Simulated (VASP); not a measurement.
# Al in VASP: a series of runs

The runs below take Al through single point, with PBE+D3(BJ).

Program: VASP 6.6.1. These are calculated values, not measurements. Logs are shortened: lines on timing, memory, paths and dates and some standing lists are left out, and cuts for length are marked.

## (1) The cell of the first run

The cell holds a slab with vacuum, 16 atoms: a = 5.632 Å, b = 5.632 Å, c = 23.898 Å, α = 90.00°, β = 90.00°, γ = 120.00°.

## (2) Single point, PBE+D3(BJ)

The input, INCAR:

```
SYSTEM = Al
ALGO     = Normal         ! electronic algorithm
DIPOL    = 0.5 0.5 0.500
EDIFF    = 1E-6           ! SCF threshold, eV
ENCUT    = 520            ! plane-wave cutoff, eV
GGA      = PE             ! functional
IDIPOL   = 3            
ISIF     = 2              ! what is computed and relaxed
ISMEAR   = 0              ! smearing method
IVDW     = 12             ! dispersion correction
LASPH    = .True.         ! aspherical terms in the spheres
LCHARG   = .False.        ! write CHGCAR
LDIPOL   = .True.       
LREAL    = Auto         
LWAVE    = .False.        ! write WAVECAR
NBANDS   = 38             ! bands
NELM     = 80             ! most SCF steps
PREC     = Accurate       ! precision mode
SIGMA    = 0.1            ! smearing width, eV
```

The input, KPOINTS:

```
k-points
0
Gamma
  6 6 1
  0 0 0
```

The input, POSCAR:

```
Al
1.0
    5.6324246406      0.0000000000      0.0000000000
   -2.8162123203      4.8778228237      0.0000000000
    0.0000000000      0.0000000000     23.8982831921
Al
16
Direct
    0.3333333333      0.1666666667      0.3556740847
    0.3333333333      0.6666666667      0.3556740847
    0.8333333333      0.1666666667      0.3556740847
    0.8333333333      0.6666666667      0.3556740847
    0.6666666667      0.3333333333      0.4518913616
    0.6666666667      0.8333333333      0.4518913616
    0.1666666667      0.3333333333      0.4518913616
    0.1666666667      0.8333333333      0.4518913616
    0.0000000000      0.5000000000      0.5475510003
    0.0000000000      0.0000000000      0.5475510003
    0.5000000000      0.5000000000      0.5475510003
    0.5000000000      0.0000000000      0.5475510003
    0.3333333333      0.6666666667      0.6450344452
    0.3333333333      0.1666666667      0.6450344452
    0.8333333333      0.6666666667      0.6450344452
    0.8333333333      0.1666666667      0.6450344452
```

Potentials or basis: VASP PAW PBE potentials, release 64 (Al).

Started as:

```sh
cat potpaw_PBE.64/Al/POTCAR > POTCAR
mpirun -np 1 vasp_std > vasp.out
```

OUTCAR:

```text
SYSTEM = Al
   EDIFF = 1E-6
   ENCUT = 520
   GGA = PE
   ISIF = 2
   ISMEAR = 0
   IVDW = 12
   LASPH = .True.
   LREAL = Auto
   NELM = 80
   PREC = Accurate
 IVDW          = 12

 ion  position               nearest neighbor table
   1  0.333  0.167  0.356-   3 2.82   3 2.82   4 2.82   2 2.82   2 2.82   4 2.82   7 2.82   5 2.82
                             8 2.82
   2  0.333  0.667  0.356-   4 2.82   4 2.82   1 2.82   1 2.82   3 2.82   3 2.82   8 2.82   6 2.82
                             7 2.82
   3  0.833  0.167  0.356-   1 2.82   1 2.82   4 2.82   4 2.82   2 2.82   2 2.82   5 2.82   7 2.82
                             6 2.82
   4  0.833  0.667  0.356-   2 2.82   2 2.82   3 2.82   3 2.82   1 2.82   1 2.82   6 2.82   8 2.82
                             5 2.82
   5  0.667  0.333  0.452-   9 2.81  12 2.81  11 2.81   7 2.82   7 2.82   6 2.82   6 2.82   8 2.82
                             8 2.82   3 2.82   1 2.82   4 2.82
   6  0.667  0.833  0.452-  10 2.81  11 2.81  12 2.81   8 2.82   8 2.82   7 2.82   5 2.82   5 2.82
                             7 2.82   4 2.82   2 2.82   3 2.82
   7  0.167  0.333  0.452-  11 2.81  10 2.81   9 2.81   5 2.82   5 2.82   6 2.82   8 2.82   8 2.82
                             6 2.82   1 2.82   3 2.82   2 2.82
   8  0.167  0.833  0.452-  12 2.81   9 2.81  10 2.81   6 2.82   6 2.82   5 2.82   7 2.82   7 2.82
                             5 2.82   2 2.82   4 2.82   1 2.82
   9  0.000  0.500  0.548-   5 2.81   8 2.81   7 2.81  11 2.82  11 2.82  12 2.82  10 2.82  10 2.82
                            12 2.82  13 2.84  16 2.84  15 2.84
  10  0.000  0.000  0.548-   6 2.81   7 2.81   8 2.81  12 2.82  12 2.82   9 2.82   9 2.82  11 2.82
                            11 2.82  14 2.84  15 2.84  16 2.84
  11  0.500  0.500  0.548-   7 2.81   6 2.81   5 2.81   9 2.82   9 2.82  12 2.82  12 2.82  10 2.82
                            10 2.82  15 2.84  14 2.84  13 2.84
  12  0.500  0.000  0.548-   8 2.81   5 2.81   6 2.81  10 2.82  10 2.82  11 2.82  11 2.82   9 2.82
                             9 2.82  16 2.84  13 2.84  14 2.84
  13  0.333  0.667  0.645-  15 2.82  15 2.82  16 2.82  14 2.82  14 2.82  16 2.82   9 2.84  12 2.84
                            11 2.84
  14  0.333  0.167  0.645-  16 2.82  16 2.82  13 2.82  13 2.82  15 2.82  15 2.82  10 2.84  11 2.84
                            12 2.84
  15  0.833  0.667  0.645-  13 2.82  13 2.82  16 2.82  16 2.82  14 2.82  14 2.82  11 2.84  10 2.84
                             9 2.84
  16  0.833  0.167  0.645-  14 2.82  14 2.82  15 2.82  15 2.82  13 2.82  13 2.82  12 2.84   9 2.84
                            10 2.84

  LATTYP: Found a hexagonal cell.
 ALAT       =     5.6324246406
 C/A-ratio  =     4.2429832119

  Lattice vectors:

 A1 = (   5.6324246406,   0.0000000000,   0.0000000000)
 A2 = (  -2.8162123203,   4.8778228237,   0.0000000000)
 A3 = (   0.0000000000,   0.0000000000,  23.8982831921)

Analysis of symmetry for initial positions (statically):
=====================================================================
 Subroutine PRICEL returns following result:

  LATTYP: Found a hexagonal cell.
 ALAT       =     2.8162123203
 C/A-ratio  =     8.4859664237

  Lattice vectors:

 A1 = (   2.8162123203,   0.0000000000,   0.0000000000)
 A2 = (  -1.4081061602,   2.4389114118,   0.0000000000)
 A3 = (   0.0000000000,   0.0000000000,  23.8982831921)

   4 primitive cells build up your supercell.

 Routine SETGRP: Setting up the symmetry group for a
 hexagonal supercell.

 Subroutine GETGRP returns: Found  6 space group operations
 (whereof  6 operations were pure point group operations)
 out of a pool of 24 trial point group operations.

The static configuration has the point symmetry C_3v.

Analysis of symmetry for dynamics (positions and initial velocities):
=====================================================================
 Subroutine PRICEL returns following result:

  LATTYP: Found a hexagonal cell.
 ALAT       =     2.8162123203
 C/A-ratio  =     8.4859664237

  Lattice vectors:

 A1 = (   2.8162123203,   0.0000000000,   0.0000000000)
 A2 = (  -1.4081061602,   2.4389114118,   0.0000000000)
 A3 = (   0.0000000000,   0.0000000000,  23.8982831921)

   4 primitive cells build up your supercell.

 Routine SETGRP: Setting up the symmetry group for a
 hexagonal supercell.

 Subroutine GETGRP returns: Found  6 space group operations
 (whereof  6 operations were pure point group operations)
 out of a pool of 24 trial point group operations.

The dynamic configuration has the point symmetry C_3v.

 Subroutine INISYM returns: Found  6 space group operations
 (whereof  6 operations are pure point group operations),
 and found     4 'primitive' translations

----------------------------------------------------------------------------------------

                                     Primitive cell

  volume of cell :     164.1452

  direct lattice vectors                    reciprocal lattice vectors
[... 73 lines left out ...]
   EDIFF  = 0.1E-05   stopping-criterion for ELM
   LREAL  =      T    real-space projection
   EDIFFG = 0.1E-04   stopping-criterion for IOM
   NSW    =      0    number of steps for IOM
   IBRION =     -1    ionic relax: 0-MD 1-quasi-New 2-CG
   NFREE  =      0    steps in history (QN), initial steepest desc. (CG)
   ISIF   =      2    stress and relaxation
   ISYM   =      2    0-nonsym 1-usesym 2-fastsym
   POTIM  = 0.5000    time-step for ionic-motion
   TEBEG  =    0.0;   TEEND  =   0.0 temperature during run
   PSTRESS=    0.0 pullay stress
   NELECT =      48.0000    total number of electrons
   NUPDOWN=      -1.0000    fix difference up-down
   EMIN   =  10.00;   EMAX   =-10.00  energy-range for DOS
   EFERMI =   0.00;   METHOD = LEGACY
   ISMEAR =     0;   SIGMA  =   0.10  broadening in eV -4-tet -1-fermi 0-gaus
   EFERMI_NEDOS =   21; number of points for ismear=-14 and -15
   IALGO  =     38    algorithm
   IMIX   =      4    mixing-type and parameters
     AMIX     =   0.40;   BMIX     =  1.00
     AMIX_MAG =   1.60;   BMIX_MAG =  1.00
  volume/ion in A,a.u.               =      41.04       276.93
  Fermi-wavevector in a.u.,A,eV,Ry     =   0.684530  1.293574  6.375437  0.468581
  Thomas-Fermi vector in A             =   1.764210
   LORBIT       =      0    0 simple, 1 ext, 2 COOP (PROOUT), +10 PAW based schemes
   GGA     = PE    functional components
   LHFCALC =     F    Hartree Fock is set to
   AEXX    =    0.0000 exact exchange contribution
   IVDW    =    12    specifies the selected vdW correction
   LEPSILON=     F    determine dielectric tensor
   LRPA    =     F    only Hartree local field effects (RPA)
 non-spin polarized calculation
 Gauss-broadening in eV      SIGMA  =   0.10
  energy-cutoff  :      520.00
  volume of cell :      656.58
 maximum number of plane-waves:     17738
 NGX is ok and might be reduce to    42

 dipolmoment           0.000000      0.000000      0.010741 electrons x Angstroem

 number of electron      48.0000001 magnetization

 dipolmoment           0.000000      0.000000     -0.000792 electrons x Angstroem

 Free energy of the ion-electron system (eV)
  ---------------------------------------------------
  ext. energy  EPLUGINS =         0.00000000
  ---------------------------------------------------
  free energy    TOTEN  =       -56.96670544 eV

  energy without entropy =      -56.92673052  energy(sigma->0) =      -56.94671798

 E-fermi :   0.8126     XC(G=0):  -4.7923

 val. band max:        0.8119385256   @ k =   0.0000   0.0000   0.0000
 cond. band min:       0.8978533544   @ k =   0.3333   0.0000   0.0000
 fundamental gap:      0.0859148288
 Fermi energy:         0.8126458674

 k-point     1 :       0.0000    0.0000    0.0000
  band No.  band energies     occupation
      1     -10.2354      2.00000
      2      -9.1376      2.00000
      3      -7.4789      2.00000
      4      -5.1820      2.00000
      5      -4.2104      2.00000
      6      -4.2104      2.00000
[... 28 lines left out ...]
     35       3.2907      0.00000
     36       3.2907      0.00000
[... 202 lines left out ...]
      5      -7.0960      2.00000
      6      -7.0960      2.00000
[... 28 lines left out ...]
     35       3.8531      0.00000
     36       3.8531      0.00000
 [bands above 36 left out]

------------------------ aborting loop because EDIFF is reached ----------------------------------------

 vacuum level on the upper side and lower side of the slab       (xc-potential included)        -0.110        -0.105

 Edisp (eV)   -4.22580

 E8    (eV) :    -1.9569

  FORCE on cell =-STRESS in cart. coord.  units (eV):
  Direction    XX          YY          ZZ          XY          YZ          ZX
  --------------------------------------------------------------------------------------
  -------------------------------------------------------------------------------------
  Total      -3.46995    -3.46995     0.83810     0.00000     0.00000     0.00000
  in kB      -8.46731    -8.46731     2.04511     0.00000     0.00000     0.00000
  external pressure =       -4.96 kB  Pullay stress =        0.00 kB

 VOLUME and BASIS-vectors are now :
 -----------------------------------------------------------------------------
  energy-cutoff  :      520.00
  volume of cell :      656.58
      direct lattice vectors                 reciprocal lattice vectors
     5.632424641  0.000000000  0.000000000     0.177543432  0.102504748  0.000000000
    -2.816212320  4.877822824  0.000000000     0.000000000  0.205009496  0.000000000
     0.000000000  0.000000000 23.898283192     0.000000000  0.000000000  0.041844010

 POSITION                                       TOTAL-FORCE (eV/Angst)
 -----------------------------------------------------------------------------------
      1.40811      0.81297      8.50000         0.000000      0.000000     -0.097583
     -0.00000      3.25188      8.50000         0.000000      0.000000     -0.097583
      4.22432      0.81297      8.50000         0.000000      0.000000     -0.097583
      2.81621      3.25188      8.50000         0.000000      0.000000     -0.097583
      2.81621      1.62594     10.79943        -0.000000     -0.000000      0.097436
      1.40811      4.06485     10.79943         0.000000     -0.000000      0.097436
[... 8 lines left out ...]
      2.81621      3.25188     15.41522        -0.000000      0.000000      0.001088
      4.22432      0.81297     15.41522        -0.000000     -0.000000      0.001088
 -----------------------------------------------------------------------------------
    total drift:                               -0.000000      0.000000      0.010689

  FREE ENERGIE OF THE ION-ELECTRON SYSTEM (eV)
  ---------------------------------------------------
  free  energy   TOTEN  =       -61.1925081573 eV

  energy  without entropy=      -61.1525332397  energy(sigma->0) =      -61.17252070

 vacuum level on the upper side and lower side of the slab         4.774         4.780
```

Run time: 3.8 min. Hardware: 1 thread of Intel Xeon 6975P-C (Granite Rapids), shared host; peak memory 0.63 GiB.

Results:

```
Free energy                : -61.1925 eV
Largest force              : 0.098 eV/Å
Band gap on the k mesh     : zero (band 24 reaches 1.36 eV, above the bottom of band 25 at 0.17 eV)
Dispersion energy per atom : -0.264 eV
```

Forces in eV/Å, atoms in the order of the input:
```
Al   0.000  0.000 -0.098
Al   0.000  0.000 -0.098
Al   0.000  0.000 -0.098
Al   0.000  0.000 -0.098
Al   0.000  0.000  0.097
Al   0.000  0.000  0.097
Al   0.000  0.000  0.097
Al   0.000  0.000  0.097
Al   0.000  0.000 -0.001
Al   0.000  0.000 -0.001
Al   0.000  0.000 -0.001
Al   0.000  0.000 -0.001
Al   0.000  0.000  0.001
Al   0.000  0.000  0.001
Al   0.000  0.000  0.001
Al   0.000  0.000  0.001
```

Levels at points of the mesh, in eV from the Fermi level:
```
           k point  band 21  band 22  band 23  band 24  band 25  band 26
(0.00, 0.00, 0.00)    -1.92    -1.92    -1.92    -0.55     0.00     0.00
(0.50, 0.00, 0.00)    -0.46    -0.46     0.39     0.39     0.67     0.67
```

## (3) Single point, PBE+D3(BJ)

This run uses another cell than the first one: it holds 12 atoms, not 16.

The input, INCAR:

```
SYSTEM = Al
  ALGO = Normal
  DIPOL = 0.5 0.5 0.416
  EDIFF = 1E-7
  ENCUT = 520
  GGA = PE
  IDIPOL = 3
  ISIF = 2
  ISMEAR = 0
  IVDW = 12
  LASPH = .TRUE.
  LCHARG = .TRUE.
  LDIPOL = .TRUE.
  LELF = .TRUE.
  LREAL = .FALSE.
  LVACPOTAV = .TRUE.
  LVHAR = .TRUE.
  LWAVE = .FALSE.
  NBANDS = 30
  NELM = 80
  PREC = Accurate
  SIGMA = 0.1
```

The input, KPOINTS:

```
k-points
0
G
  4 4 1
  0 0 0
```

The input, POSCAR:

```
Al
1.0
    5.6324246408      0.0000000000      0.0000000000
   -2.8162123204      4.8778228238      0.0000000000
    0.0000000000      0.0000000000     24.7501554616
Al
12
Direct
    0.3333333333      0.1666666667      0.3232302929
    0.3333333333      0.6666666667      0.3232302929
    0.8333333333      0.1666666667      0.3232302929
    0.8333333333      0.6666666667      0.3232302929
    0.6664433739      0.3328369822      0.4159438560
    0.6663871833      0.8328906149      0.4159176678
    0.1664365604      0.3328499144      0.4159746950
    0.1664753958      0.8328743658      0.4159347397
   -0.0003493922      0.4989509937      0.5087290877
   -0.0004066800     -0.0009212735      0.5087475197
    0.4994886693      0.4989111344      0.5086967936
    0.4994925730     -0.0009626041      0.5084584988
```

Potentials or basis: VASP PAW PBE potentials, release 64 (Al).

Started as:

```sh
cat potpaw_PBE.64/Al/POTCAR > POTCAR
mpirun -np 1 vasp_std > vasp.out
```

Run time: 5 min. Hardware: 1 thread of Intel Xeon 6975P-C (Granite Rapids), shared host; peak memory 0.69 GiB.

Results (log left out):

- Free energy: -45.2037 eV
- Largest force: 0.013 eV/Å
- Band gap on the k mesh: zero (band 18 reaches -0.11 eV, above the bottom of band 19 at -0.81 eV)
- Dispersion energy per atom: -0.237 eV

Forces in eV/Å, atoms in the order of the input:
```
Al   0.000 -0.001  0.005
Al   0.000 -0.003  0.004
Al   0.000 -0.001  0.004
Al   0.000 -0.002  0.004
Al   0.000  0.007 -0.002
Al   0.008 -0.003  0.003
Al   0.000 -0.001 -0.001
Al  -0.007 -0.004  0.001
Al  -0.005  0.004 -0.010
Al  -0.002 -0.004 -0.012
Al   0.003  0.007 -0.008
Al   0.003  0.000  0.012
```

Levels at points of the mesh, in eV from the Fermi level:
```tsv
k point	band 14	band 15	band 16	band 17	band 18	band 19	band 20	band 21	band 22	band 23
(0.00, 0.00, 0.00)	-2.83	-2.83	-2.83	-0.44	-0.44	-0.44	-0.20	-0.20	-0.20	0.33
(0.50, 0.00, 0.00)	-1.81	-0.50	-0.49	-0.17	-0.17	0.93	0.93	1.23	1.23	1.62
(0.00, 0.50, 0.00)	-1.81	-0.49	-0.49	-0.17	-0.17	0.93	0.93	1.23	1.23	1.62
(0.50, 0.50, 0.00)	-1.81	-0.50	-0.49	-0.17	-0.17	0.93	0.93	1.23	1.23	1.62
```

## (4) Single point, PBE+D3(BJ)

This run uses another cell than the first one: it holds 12 atoms, not 16.

The input, INCAR:

```
SYSTEM = Al
PREC = Accurate ; ENCUT = 520
EDIFF = 1E-6 ; ISMEAR = 0
SIGMA = 0.1 ; LREAL = .FALSE.
LASPH = .TRUE. ; NELM = 100
ALGO = Normal ; ISIF = 2
LWAVE = .FALSE. ; LCHARG = .FALSE.
LDIPOL = .TRUE. ; IDIPOL = 3
DIPOL = 0.5 0.5 0.499 ; GGA = PE
IVDW = 12 ; NBANDS = 30
```

The input, KPOINTS:

```
regular mesh
0
G
  6 6 1
  0 0 0
```

The input, POSCAR:

```
Al
1.0
    5.6324246408      0.0000000000      0.0000000000
   -2.8162123204      4.8778228238      0.0000000000
    0.0000000000      0.0000000000     21.5988554616
Al
12
Direct
    0.3333333333      0.1666666667      0.3935393713
    0.3333333333      0.6666666667      0.3935393713
    0.8333333333      0.1666666667      0.3935393713
    0.8333333333      0.6666666667      0.3935393713
    0.6666666667      0.3333333333      0.4993008023
    0.6666666667      0.8333333333      0.4993008023
    0.1666666667      0.3333333333      0.4993008023
    0.1666666667      0.8333333333      0.4993008023
    0.0000000000      0.5000000000      0.6050277074
    0.0000000000      0.0000000000      0.6050277074
    0.5000000000      0.5000000000      0.6050277074
    0.5000000000      0.0000000000      0.6050277074
```

Started as:

```sh
cat potpaw_PBE.64/Al/POTCAR > POTCAR
mpirun -np 1 vasp_std > vasp.out
```

Wall time 8.8 min (1 thread of Intel Xeon 6975P-C, shared host); peak memory 0.6 GiB.

Results (log left out):

| Property | Result |
| --- | --- |
| Free energy | -44.9986 eV |
| Largest force | 0.011 eV/Å |
| Band gap on the k mesh | zero (band 18 reaches 0.29 eV, above the bottom of band 19 at -0.69 eV) |
| Dispersion energy per atom | -0.238 eV |

Forces in eV/Å, atoms in the order of the input:
```
Al   0.000  0.000 -0.009
Al   0.000  0.000 -0.009
Al   0.000  0.000 -0.009
Al   0.000  0.000 -0.009
Al   0.000  0.000 -0.002
Al   0.000  0.000 -0.002
Al   0.000  0.000 -0.002
Al   0.000  0.000 -0.002
Al   0.000  0.000  0.011
Al   0.000  0.000  0.011
Al   0.000  0.000  0.011
Al   0.000  0.000  0.011
```

Levels at points of the mesh, in eV from the Fermi level:
| k point | band 16 | band 17 | band 18 | band 19 | band 20 | band 21 |
| --- | --- | --- | --- | --- | --- | --- |
| (0.00, 0.00, 0.00) | -2.79 | -0.40 | -0.40 | -0.40 | -0.17 | -0.17 |
| (0.50, 0.00, 0.00) | -0.52 | -0.17 | -0.17 | 0.96 | 0.96 | 1.26 |

## (5) Summary

| cell | k mesh | gap on the mesh (eV) | largest force (eV/Å) |
| --- | --- | --- | --- |
| a = 5.632, b = 5.632, c = 23.898 Å, angles 90.0, 90.0, 120.0°, 16 atoms | 6 × 6 × 1 | none | 0.10 |
| a = 5.632, b = 5.632, c = 24.750 Å, angles 90.0, 90.0, 120.0°, 12 atoms | 4 × 4 × 1 | none | 0.01 |
| a = 5.632, b = 5.632, c = 21.599 Å, angles 90.0, 90.0, 120.0°, 12 atoms | 6 × 6 × 1 | none | 0.01 |

Alike in all rows: task single point; level PBE+D3(BJ); potentials or basis VASP PAW PBE potentials, release 64 (Al); no spin polarisation; cutoff (eV) 520; smearing gaussian 0.1 eV.

Total energies depend on the potentials used, so only differences within one code and one set of settings carry meaning.
